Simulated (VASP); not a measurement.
Write the native input for VASP 6.6.1 that does the following.

| Quantity | Value |
| --- | --- |
| Task | single point |
| Functional | PBEsol |
| Potentials or basis | VASP PAW PBE potentials, release 64 (Na_pv) |
| Cutoff | 520 eV |
| k mesh | 8 × 8 × 3 |
| Occupations | fermi-dirac, width 0.05 eV |
| Spin | no spin polarisation |
| Dipole correction | no |
| Further INCAR settings | ALGO = Fast; EDIFF = 1e-06; NBANDS = 22 |

The structure of Na lies in POSCAR:

```
Na
1.0
    3.6248439025      0.0000000000      0.0000000000
   -1.8124219512      3.1392069043      0.0000000000
    0.0000000000      0.0000000000     12.2813860211
Na
4
Direct
    0.6666666667      0.3333333333      0.7500000000
    0.0000000000      0.0000000000      0.5000000000
    0.3333333333      0.6666666667      0.2500000000
    0.0000000000      0.0000000000      0.0000000000
```

This cell differs from its parent crystal: volume scaled by 0.94.

These files were run (other wordings do the same):

INCAR

```
  PREC = Accurate
  ENCUT = 520
  EDIFF = 1E-6
  ISMEAR = -1
  SIGMA = 0.05
  LREAL = F
  LASPH = T
  NELM = 60
  ALGO = Fast
  ISIF = 2
  LWAVE = F
  LCHARG = F
  GGA = PS
  NBANDS = 22
```

KPOINTS

```
regular mesh
0
Gamma
  8 8 3
```

Potentials or basis: VASP PAW PBE potentials, release 64 (Na_pv).

Command:

```sh
$ cat potpaw_PBE.64/Na_pv/POTCAR > POTCAR
$ mpirun -np 1 vasp_std > vasp.out
```

It gave:

| Quantity | Value |
| --- | --- |
| Pressure | 0.4 GPa |
| Band gap on the k mesh | zero (band 14 reaches 1.66 eV, above the bottom of band 15 at -1.90 eV) |

Caveat: the PAW data sets were made with another functional, which shifts forces and pressure a little.

It took 100 s on 1 thread of AMD EPYC 7R13, on a shared host, peak memory 0.22 GiB.
